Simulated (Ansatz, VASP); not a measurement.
**SnO in VASP and in Ansatz**

Contents of POSCAR:

```
SnO
1.0
    3.7925880617      0.0000000000      0.0000000000
    0.0000000000      3.7925880617      0.0000000000
    0.0000000000      0.0000000000      4.6632194833
Sn O
2 2
Direct
    0.0000000000      0.5000000000      0.2450799023
    0.5000000000      0.0000000000      0.7549200977
    0.5000000000      0.5000000000      0.0000000000
    0.0000000000      0.0000000000      0.0000000000
```

The input INCAR.step1:

```
  PREC = Accurate
  ENCUT = 910
  ISMEAR = -1
  SIGMA = 0.02
  LREAL = False
  LASPH = True
  NELM = 120
  NBANDS = 28
  GGA = PE
  ALGO = Normal
  EDIFF = 1E-5
  LWAVE = True
  LCHARG = False
  GGA_COMPAT = False
```

File INCAR.step2:

```
  PREC = Accurate
  ENCUT = 910
  EDIFF = 1E-6
  ISMEAR = -1
  SIGMA = 0.02
  LREAL = False
  LASPH = True
  NELM = 120
  ALGO = Normal
  ISIF = 2
  LWAVE = False
  LCHARG = True
  METAGGA = R2SCAN
  LMIXTAU = True
  LELF = True
  LVHAR = True
  NBANDS = 28
  ISTART = 1
  GGA_COMPAT = False
```

KPOINTS

```
regular mesh
0
Gamma
  6 6 6
```

Input for Ansatz:

```yaml
crystal:
  lattice:
    - [3.7925880617, 0.0, 0.0]
    - [0.0, 3.7925880617, 0.0]
    - [0.0, 0.0, 4.6632194833]
  atoms:
    - { symbol: Sn, position: [0.0, 0.5, 0.2450799023] }
    - { symbol: Sn, position: [0.5, 0.0, 0.7549200977] }
    - { symbol: O, position: [0.5, 0.5, 0.0] }
    - { symbol: O, position: [0.0, 0.0, 0.0] }
kpoints:
  mp_grid: { grid: [6, 6, 6] }
  band_path:
    path:
      - [0.0, 0.0, 0.0]
      - [0.0, 0.5, 0.0]
      - [0.5, 0.5, 0.0]
      - [0.0, 0.0, 0.5]
      - [0.0, 0.5, 0.5]
      - [0.5, 0.5, 0.5]
      - [-0.0625, -0.0625, 0.0]
    npoints: 1
hamiltonian:
  xc: r2scan
scf:
  occupations: { method: fermi_dirac, width: 0.02 }
  n_extra_bands: 5
output:
  forces: true
  stress: true
  eigenvalues: true
```

Change from the starting cell: uniaxial_z strain -2.0%.

Alike in both runs: task single point; functional r2SCAN; k mesh 6 × 6 × 6; occupations fermi-dirac, width 0.02 eV; no spin polarisation.

|  | VASP | Ansatz |
| --- | --- | --- |
| version | VASP 6.6.1 | Ansatz 0.2.0 |
| potentials or method | VASP PAW PBE potentials, release 64 (Sn_d, O_h) | plane waves, PAW |
| plane-wave cutoff (eV) | 910 | 500 |
| valence electrons in the cell | 40 | 40 |

|  | VASP | Ansatz | Ansatz less VASP |
| --- | --- | --- | --- |
| rms of the force components (eV/Å) | 0.047 | 0.007 | -0.0394 |

VASP's potentials were made for PBE, not for r2SCAN. Atom by atom the forces differ by 0.054 eV/Å (rms over components).

Noted on VASP's run: the cutoff is short for stress, so the pressure is rough.
